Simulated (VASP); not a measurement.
Wanted: the native input for a VASP 6.6.1 run.

| Quantity | Value |
| --- | --- |
| Task | single point |
| Functional | RPBE |
| Potentials or basis | VASP PAW PBE potentials, release 64 (Sb) |
| Cutoff | 520 eV |
| k mesh | 13 × 13 × 13 |
| Occupations | fermi-dirac, width 0.1 eV |
| Spin | no spin polarisation |
| Dipole correction | no |
| Further INCAR settings | ALGO = Normal; EDIFF = 1e-06; NBANDS = 8 |

The structure of Sb lies in POSCAR:

```
Sb
1.0
   -1.9596191229      1.9596191229      1.9596191229
    1.9596191229     -1.9596191229      1.9596191229
    1.9596191229      1.9596191229     -1.9596191229
Sb
1
Direct
    0.0000000000      0.0000000000      0.0000000000
```

This cell differs from its parent crystal: volume scaled by 1.08.

The input as run:

INCAR

```
PREC = Accurate
ENCUT = 520
EDIFF = 1E-6
ISMEAR = -1
SIGMA = 0.1
LREAL = F
LASPH = T
NELM = 100
ALGO = Normal
ISIF = 2
LWAVE = F
LCHARG = F
GGA = RP
NBANDS = 8
```

KPOINTS

```
Automatic mesh
0
Gamma
  13 13 13
```

Potentials or basis: VASP PAW PBE potentials, release 64 (Sb).

Run with:

```bash
$ cat potpaw_PBE.64/Sb/POTCAR > POTCAR
$ mpirun -np 1 vasp_std > vasp.out
```

Results of the run:

The pressure is -3.7 GPa.

Caveat: the PAW data sets were made with another functional, which shifts forces and pressure a little.

Wall time 8.2 s on 1 thread of Intel(R) Xeon(R) 6975P-C (Granite Rapids), with other jobs on the host, peak memory 0.16 GiB.
